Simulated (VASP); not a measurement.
Runs of VASP 6.6.1 on Al13Cu11. The cells are those of the table. 

| cell | k mesh | smearing | gap on the mesh (eV) | pressure (GPa) | largest force (eV/Å) |
| --- | --- | --- | --- | --- | --- |
| a = 7.151, b = 7.046, c = 7.037 Å, angles 89.3, 94.5, 89.6°, 24 atoms | 1 × 1 × 1, shifted | fermi-dirac 0.056 eV | (a) | (c) | (b) |
| a = 7.151, b = 7.046, c = 7.037 Å, angles 89.3, 94.5, 89.6°, 24 atoms | 1 × 1 × 1, shifted | fermi-dirac 0.1413 eV | 0.31 | 9.0 | 3.32 |
| a = 7.151, b = 7.046, c = 7.037 Å, angles 89.3, 94.5, 89.6°, 24 atoms | 1 × 1 × 1, shifted | fermi-dirac 0.1017 eV | 0.32 | 6.7 | 2.93 |
| a = 7.860, b = 7.048, c = 6.427 Å, angles 80.0, 101.0, 93.7°, 24 atoms | 2 × 2 × 2, shifted | gaussian 0.1 eV | none | 0.3 | 0.03 |

Alike in all rows: task single point; level PBE; potentials or basis VASP PAW PBE potentials, release 64 (Al, Cu); no spin polarisation; cutoff (eV) 520.

Q: Fill in the values left out.

A: (a) 0.41; (b) 1.89; (c) 3.3.

Caveats: all runs use coarse meshes.

A k mesh can miss the band edges.

A gap of «none» marks levels without a gap at the run's occupations.
